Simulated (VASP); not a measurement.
# Hf3BeCl3 (Pm-3m) in VASP: further runs

Runs on Hf3BeCl3. Level: PBE. Tasks: single point, relaxation of cell and atoms.

Program: VASP 6.6.1. These are calculated values, not measurements. Logs are shortened: lines on timing, memory, paths and dates and some standing lists are left out, and cuts for length are marked.

## Step 1: The cell of the first run

Symmetry: Pm-3m, No. 221, cubic system. The conventional cell has a = 5.104 Å, b = 5.104 Å, c = 5.104 Å, α = 90.00°, β = 90.00°, γ = 90.00°. Within 3.4 Å of Hf (site symmetry 4/mmm) lie 2 Be at 2.55 Å and 4 Cl at 2.55 Å. Within 3.4 Å of Be (site symmetry m-3m) lie 6 Hf at 2.55 Å. Cl (site symmetry 4/mmm) has 4 Hf at 2.55 Å within 3.4 Å.

The cell was generated, and may not be a known phase.

## Step 2: Single point, PBE

Contents of INCAR:

```
PREC     = Accurate       # precision mode
ENCUT    = 520            # plane-wave cutoff, eV
EDIFF    = 1E-6           # SCF threshold, eV
ISMEAR   = 0              # smearing method
SIGMA    = 0.1            # smearing width, eV
LREAL    = False          # projectors in reciprocal space
LASPH    = True           # aspherical terms in the spheres
NELM     = 60             # most SCF steps
ALGO     = Normal         # electronic algorithm
ISIF     = 2              # what is computed and relaxed
LWAVE    = False          # write WAVECAR
LCHARG   = False          # write CHGCAR
GGA      = PE             # functional
NBANDS   = 36             # bands
```

Contents of KPOINTS:

```
regular mesh
0
Gamma
  8 8 8
```

Contents of POSCAR:

```
Hf3BeCl3
1.0
    5.1042633755      0.0000000000      0.0000000000
    0.0000000000      5.1042633755      0.0000000000
    0.0000000000      0.0000000000      5.1042633755
Hf Be Cl
3 1 3
Direct
    0.5000000000      0.5000000000      0.0000000000
    0.0000000000      0.5000000000      0.5000000000
    0.5000000000      0.0000000000      0.5000000000
    0.5000000000      0.5000000000      0.5000000000
    0.5000000000      0.0000000000      0.0000000000
    0.0000000000      0.5000000000      0.0000000000
    0.0000000000      0.0000000000      0.5000000000
```

Potentials or basis: VASP PAW PBE potentials, release 64 (Hf_pv, Be, Cl).

Started as:

```
cat potpaw_PBE.64/Hf_pv/POTCAR potpaw_PBE.64/Be/POTCAR potpaw_PBE.64/Cl/POTCAR > POTCAR
mpirun -np 1 vasp_std > vasp.out
```

OUTCAR:

```text
PREC = Accurate
   ENCUT = 520
   EDIFF = 1E-6
   ISMEAR = 0
   LREAL = False
   LASPH = True
   NELM = 60
   ISIF = 2
   GGA = PE

 ion  position               nearest neighbor table
   1  0.500  0.500  0.000-   4 2.55   5 2.55   6 2.55   4 2.55   5 2.55   6 2.55   3 3.61   3 3.61
                             3 3.61   2 3.61   3 3.61   2 3.61   2 3.61   2 3.61
   2  0.000  0.500  0.500-   4 2.55   6 2.55   7 2.55   6 2.55   7 2.55   4 2.55   3 3.61   3 3.61
                             1 3.61   1 3.61   3 3.61   1 3.61   1 3.61   3 3.61
   3  0.500  0.000  0.500-   4 2.55   5 2.55   7 2.55   5 2.55   4 2.55   7 2.55   2 3.61   1 3.61
                             2 3.61   1 3.61   1 3.61   2 3.61   1 3.61   2 3.61
   4  0.500  0.500  0.500-   1 2.55   2 2.55   3 2.55   1 2.55   3 2.55   2 2.55
   5  0.500  0.000  0.000-   1 2.55   3 2.55   3 2.55   1 2.55
   6  0.000  0.500  0.000-   1 2.55   2 2.55   2 2.55   1 2.55
   7  0.000  0.000  0.500-   2 2.55   3 2.55   2 2.55   3 2.55

  LATTYP: Found a simple cubic cell.
 ALAT       =     5.1042633755

  Lattice vectors:

 A1 = (   5.1042633755,   0.0000000000,   0.0000000000)
 A2 = (   0.0000000000,   5.1042633755,   0.0000000000)
 A3 = (   0.0000000000,   0.0000000000,   5.1042633755)

Analysis of symmetry for initial positions (statically):
=====================================================================
 Subroutine PRICEL returns:
 Original cell was already a primitive cell.

 Routine SETGRP: Setting up the symmetry group for a
 simple cubic supercell.

 Subroutine GETGRP returns: Found 48 space group operations
 (whereof 48 operations were pure point group operations)
 out of a pool of 48 trial point group operations.

The static configuration has the point symmetry O_h .

Analysis of symmetry for dynamics (positions and initial velocities):
=====================================================================
 Subroutine PRICEL returns:
 Original cell was already a primitive cell.

 Routine SETGRP: Setting up the symmetry group for a
 simple cubic supercell.

 Subroutine GETGRP returns: Found 48 space group operations
 (whereof 48 operations were pure point group operations)
 out of a pool of 48 trial point group operations.

The dynamic configuration has the point symmetry O_h .

 Subroutine INISYM returns: Found 48 space group operations
 (whereof 48 operations are pure point group operations),
 and found     1 'primitive' translations

----------------------------------------------------------------------------------------

                                     Primitive cell

  volume of cell :     132.9839

  direct lattice vectors                    reciprocal lattice vectors
     5.104263376  0.000000000  0.000000000     0.195914655  0.000000000  0.000000000
     0.000000000  5.104263376  0.000000000     0.000000000  0.195914655  0.000000000
     0.000000000  0.000000000  5.104263376     0.000000000  0.000000000  0.195914655

  length of vectors
     5.104263376  5.104263376  5.104263376     0.195914655  0.195914655  0.195914655

  position of ions in fractional coordinates (direct lattice)
     0.500000000  0.500000000  0.000000000
     0.000000000  0.500000000  0.500000000
     0.500000000  0.000000000  0.500000000
     0.500000000  0.500000000  0.500000000
     0.500000000  0.000000000  0.000000000
     0.000000000  0.500000000  0.000000000
     0.000000000  0.000000000  0.500000000

  ion indices of the primitive-cell ions
   primitive index   ion index
                 1           1
                 2           2
                 3           3
                 4           4
                 5           5
                 6           6
                 7           7

----------------------------------------------------------------------------------------

 KPOINTS: regular mesh

Automatic generation of k-mesh.
 Grid dimensions read from file:
 generate k-points for:    8    8    8

 Generating k-lattice:

  Cartesian coordinates                     Fractional coordinates (reciprocal lattice)
     0.024489332  0.000000000  0.000000000     0.125000000  0.000000000  0.000000000
     0.000000000  0.024489332  0.000000000     0.000000000  0.125000000  0.000000000
     0.000000000  0.000000000  0.024489332     0.000000000  0.000000000  0.125000000

  Length of vectors
     0.024489332  0.024489332  0.024489332

  Shift w.r.t. Gamma in fractional coordinates (k-lattice)
     0.000000000  0.000000000  0.000000000

 Subroutine IBZKPT returns following result:
 ===========================================

 Found     35 irreducible k-points:

 Following reciprocal coordinates:
            Coordinates               Weight
  0.000000  0.000000  0.000000      1.000000
  0.125000  0.000000  0.000000      6.000000
  0.250000  0.000000  0.000000      6.000000
  0.375000  0.000000  0.000000      6.000000
  0.500000  0.000000  0.000000      3.000000
  0.125000  0.125000  0.000000     12.000000
[... 16 lines left out ...]
  0.375000  0.375000  0.125000     24.000000
  0.500000  0.375000  0.125000     24.000000
 [... further k-points ...]
   k-points           NKPTS =     35   k-points in BZ     NKDIM =     35   number of bands    NBANDS=     36
   number of dos      NEDOS =    301   number of ions     NIONS =      7
   total plane-waves  NPLWV =  64000
   dimension x,y,z NGX =    40 NGY =   40 NGZ =   40
   dimension x,y,z NGXF=    80 NGYF=   80 NGZF=   80
   ions per type =               3   1   3
   NGX,Y,Z   is equivalent  to a cutoff of  13.03, 13.03, 13.03 a.u.
   NGXF,Y,Z  is equivalent  to a cutoff of  26.06, 26.06, 26.06 a.u.
 SYSTEM =  unknown system
   PREC   = accura    normal or accurate (medium, high low for compatibility)
   ISTART =      0    job   : 0-new  1-cont  2-samecut
   ICHARG =      2    charge: 1-file 2-atom 10-const
   ISPIN  =      1    spin polarized calculation?
   LNONCOLLINEAR =      F non collinear calculations
   LSORBIT =      F    spin-orbit coupling
   LASPH  =      T    aspherical Exc in radial PAW
   ENCUT  =  520.0 eV  38.22 Ry    6.18 a.u.   9.49  9.49  9.49*2*pi/ulx,y,z
   NELM   =     60;   NELMIN=  2; NELMDL= -5     # of ELM steps
   EDIFF  = 0.1E-05   stopping-criterion for ELM
   LREAL  =      F    real-space projection
   EDIFFG = 0.1E-04   stopping-criterion for IOM
   NSW    =      0    number of steps for IOM
   IBRION =     -1    ionic relax: 0-MD 1-quasi-New 2-CG
   NFREE  =      0    steps in history (QN), initial steepest desc. (CG)
   ISIF   =      2    stress and relaxation
   ISYM   =      2    0-nonsym 1-usesym 2-fastsym
   POTIM  = 0.5000    time-step for ionic-motion
   TEBEG  =    0.0;   TEEND  =   0.0 temperature during run
   PSTRESS=    0.0 pullay stress
   NELECT =      53.0000    total number of electrons
   NUPDOWN=      -1.0000    fix difference up-down
   EMIN   =  10.00;   EMAX   =-10.00  energy-range for DOS
   EFERMI =   0.00;   METHOD = LEGACY
   ISMEAR =     0;   SIGMA  =   0.10  broadening in eV -4-tet -1-fermi 0-gaus
   EFERMI_NEDOS =   21; number of points for ismear=-14 and -15
   IALGO  =     38    algorithm
   IMIX   =      4    mixing-type and parameters
     AMIX     =   0.40;   BMIX     =  1.00
     AMIX_MAG =   1.60;   BMIX_MAG =  1.00
  volume/ion in A,a.u.               =      19.00       128.20
  Fermi-wavevector in a.u.,A,eV,Ry     =   1.204760  2.276665 19.748116  1.451446
  Thomas-Fermi vector in A             =   2.340475
   LORBIT       =      0    0 simple, 1 ext, 2 COOP (PROOUT), +10 PAW based schemes
   GGA     = PE    functional components
   LHFCALC =     F    Hartree Fock is set to
   AEXX    =    0.0000 exact exchange contribution
   IVDW    =     0    specifies the selected vdW correction
   LEPSILON=     F    determine dielectric tensor
   LRPA    =     F    only Hartree local field effects (RPA)
 non-spin polarized calculation
 Gauss-broadening in eV      SIGMA  =   0.10
  energy-cutoff  :      520.00
  volume of cell :      132.98
 maximum number of plane-waves:      3695
 NGX is ok and might be reduce to    40
   NGX = 19   NGY = 19   NGZ = 19

 number of electron      53.0000018 magnetization

 Free energy of the ion-electron system (eV)
  ---------------------------------------------------
  ext. energy  EPLUGINS =         0.00000000
  ---------------------------------------------------
  free energy    TOTEN  =       -43.24229717 eV

  energy without entropy =      -43.22313792  energy(sigma->0) =      -43.23271755

 E-fermi :   6.6777     XC(G=0): -10.4608

 val. band max:        6.6453393067   @ k =   0.1250   0.0000   0.0000
 cond. band min:       6.7079549517   @ k =   0.2500   0.2500   0.1250
 fundamental gap:      0.0626156450
 Fermi energy:         6.6777437318

 k-point     1 :       0.0000    0.0000    0.0000
  band No.  band energies     occupation
      1     -25.5546      2.00000
      2     -25.5546      2.00000
      3     -25.5546      2.00000
      4     -25.5211      2.00000
      5     -25.5211      2.00000
      6     -25.5211      2.00000
[... 28 lines left out ...]
     35       7.9138      0.00000
     36       8.2606      0.00000

 k-point     2 :       0.1250    0.0000    0.0000
  band No.  band energies     occupation
      1     -25.5557      2.00000
      2     -25.5529      2.00000
      3     -25.5529      2.00000
      4     -25.5236      2.00000
      5     -25.5220      2.00000
      6     -25.5220      2.00000
[... 28 lines left out ...]
     35       8.1536      0.00000
     36       8.5683      0.00000

 k-point     3 :       0.2500    0.0000    0.0000
  band No.  band energies     occupation
      1     -25.5584      2.00000
      2     -25.5485      2.00000
      3     -25.5485      2.00000
      4     -25.5297      2.00000
      5     -25.5246      2.00000
      6     -25.5246      2.00000
[... 28 lines left out ...]
     35       8.3112      0.00000
     36       9.4351      0.00000
[... 742 lines left out ...]
 k-point    23 :       0.3750    0.3750    0.1250
  band No.  band energies     occupation
      1     -25.6304      2.00000
      2     -25.5776      2.00000
      3     -25.5759      2.00000
      4     -25.5079      2.00000
      5     -25.5053      2.00000
      6     -25.4631      2.00000
[... 28 lines left out ...]
     35       9.3807      0.00000
     36      10.2985      0.00000

 k-point    24 :       0.5000    0.3750    0.1250
  band No.  band energies     occupation
      1     -25.6381      2.00000
      2     -25.5804      2.00000
      3     -25.5768      2.00000
      4     -25.5065      2.00000
      5     -25.5041      2.00000
      6     -25.4574      2.00000
[... 28 lines left out ...]
     35       9.1097      0.00000
     36      10.4611      0.00000

 [... further k-points ...]

------------------------ aborting loop because EDIFF is reached ----------------------------------------

  FORCE on cell =-STRESS in cart. coord.  units (eV):
  Direction    XX          YY          ZZ          XY          YZ          ZX
  --------------------------------------------------------------------------------------
  -------------------------------------------------------------------------------------
  Total       -0.3905291     -0.3905291     -0.3905291      0.0000000      0.0000000     -0.0000000
  in kB       -4.7050557     -4.7050557     -4.7050557      0.0000000      0.0000000     -0.0000000
  external PRESSURE =      -4.7050557 kB  Pullay stress =       0.0000000 kB

 VOLUME and BASIS-vectors are now :
 -----------------------------------------------------------------------------
  energy-cutoff  :      520.00
  volume of cell :      132.98
      direct lattice vectors                 reciprocal lattice vectors
     5.104263376  0.000000000  0.000000000     0.195914655  0.000000000  0.000000000
     0.000000000  5.104263376  0.000000000     0.000000000  0.195914655  0.000000000
     0.000000000  0.000000000  5.104263376     0.000000000  0.000000000  0.195914655

 POSITION                                       TOTAL-FORCE (eV/Angst)
 -----------------------------------------------------------------------------------
      2.55213      2.55213      0.00000         0.000000      0.000000      0.000000
      0.00000      2.55213      2.55213         0.000000      0.000000      0.000000
      2.55213      0.00000      2.55213         0.000000      0.000000      0.000000
      2.55213      2.55213      2.55213         0.000000      0.000000      0.000000
      2.55213      0.00000      0.00000         0.000000      0.000000      0.000000
      0.00000      2.55213      0.00000         0.000000      0.000000      0.000000
      0.00000      0.00000      2.55213         0.000000      0.000000      0.000000
 -----------------------------------------------------------------------------------
    total drift:                                0.000000      0.000000     -0.000000

  FREE ENERGIE OF THE ION-ELECTRON SYSTEM (eV)
  ---------------------------------------------------
  free  energy   TOTEN  =       -43.2422971690 eV

  energy  without entropy=      -43.2231379239  energy(sigma->0) =      -43.23271755
```

It took 87 s on 1 thread of Intel Xeon 6975P-C (Granite Rapids), shared host; peak memory 0.31 GiB.

What came out:

```yaml
Free_energy: -43.2423 eV
Pressure: -0.5 GPa
Band_gap_on_the_k_mesh: zero (an odd number of electrons rules out a gap without spin polarisation)
```

Caveat: spin-orbit coupling is left out, which moves the levels of the heavy elements; an odd number of electrons without spin polarisation forces a metal; a magnetic or distorted state may lie lower.

## Step 3: Relaxation of cell and atoms, PBE

Contents of INCAR:

```
  PREC = Accurate
  ENCUT = 600
  EDIFF = 1E-6
  ISMEAR = 0
  SIGMA = 0.1
  LREAL = False
  LASPH = True
  NELM = 100
  ALGO = Normal
  ISIF = 3
  LWAVE = False
  LCHARG = False
  GGA = PE
  IBRION = 2
  NSW = 100
  EDIFFG = -0.01
```

Contents of KPOINTS:

```
Automatic mesh
0
Gamma
  8 8 8
```

Edit POSCAR of step 2 so:

```diff
@@ -2,5 +2,5 @@
 1.0
-    5.1042633755      0.0000000000      0.0000000000
-    0.0000000000      5.1042633755      0.0000000000
-    0.0000000000      0.0000000000      5.1042633755
+    5.1072088816      0.0000000000      0.0000000000
+    0.0000000000      5.1072088816      0.0000000000
+    0.0000000000      0.0000000000      5.1072088816
 Hf Be Cl
```

Potentials or basis: VASP PAW PBE potentials, release 64 (Hf_pv, Be, Cl).

Started as:

```
cat potpaw_PBE.64/Hf_pv/POTCAR potpaw_PBE.64/Be/POTCAR potpaw_PBE.64/Cl/POTCAR > POTCAR
mpirun -np 1 vasp_std > vasp.out
```

Run time: 3 min. Hardware: 1 thread of Intel Xeon 6975P-C (Granite Rapids), shared host; peak memory 0.37 GiB.

Results (log left out):

```yaml
Free_energy: -43.2445 eV
Relaxed_volume: 18.91 Å³/atom
Relaxed_cell: a = 5.096 Å, b = 5.096 Å, c = 5.096 Å, α = 90.00°, β = 90.00°, γ = 90.00°
Space_group_after_relaxing_to_0.1_Å: Pm-3m (No. 221)
Energy_gained_by_relaxing: 0.2 meV/atom
Ionic_steps: 3
Pressure_after_relaxing: 0.0 GPa
Band_gap_on_the_k_mesh: zero (an odd number of electrons rules out a gap without spin polarisation)
```

Step by step:
```tsv
step	energy change (eV)	largest force (eV/Å)	pressure (GPa)	volume (Å³)
1	0.0000	0.0000	-0.59	133.21
2	-0.0011	0.0000	0.36	131.86
3	-0.0016	0.0000	0.00	132.36
```

Final structure:
```cif
data_structure
_symmetry_space_group_name_H-M 'P 1'
_symmetry_Int_Tables_number 1
_cell_length_a 5.0962
_cell_length_b 5.0962
_cell_length_c 5.0962
_cell_angle_alpha 90.000
_cell_angle_beta 90.000
_cell_angle_gamma 90.000
_cell_volume 132.36
loop_
_atom_site_label
_atom_site_type_symbol
_atom_site_fract_x
_atom_site_fract_y
_atom_site_fract_z
_atom_site_occupancy
Hf1 Hf 0.50000 0.50000 0.00000 1
Hf2 Hf 0.00000 0.50000 0.50000 1
Hf3 Hf 0.50000 0.00000 0.50000 1
Be1 Be 0.50000 0.50000 0.50000 1
Cl1 Cl 0.50000 0.00000 0.00000 1
Cl2 Cl 0.00000 0.50000 0.00000 1
Cl3 Cl 0.00000 0.00000 0.50000 1
```

Levels at points of the mesh, in eV from the Fermi level:
```
           k point  band 25  band 26  band 27  band 28  band 29  band 30
(0.00, 0.00, 0.00)    -2.62    -0.16    -0.16    -0.16     0.19     0.19
(0.50, 0.00, 0.00)    -1.64    -1.64    -0.97     0.14     0.14     0.34
(0.50, 0.50, 0.00)    -2.67     0.45     0.76     0.87     0.97     0.99
(0.50, 0.50, 0.50)    -2.83     1.66     1.92     1.92     2.19     2.19
```

Caveat: spin-orbit coupling is left out, which moves the levels of the heavy elements; an odd number of electrons without spin polarisation forces a metal; a magnetic or distorted state may lie lower.

The gap in the log of VASP goes by the Fermi energy; the results here count the filled bands.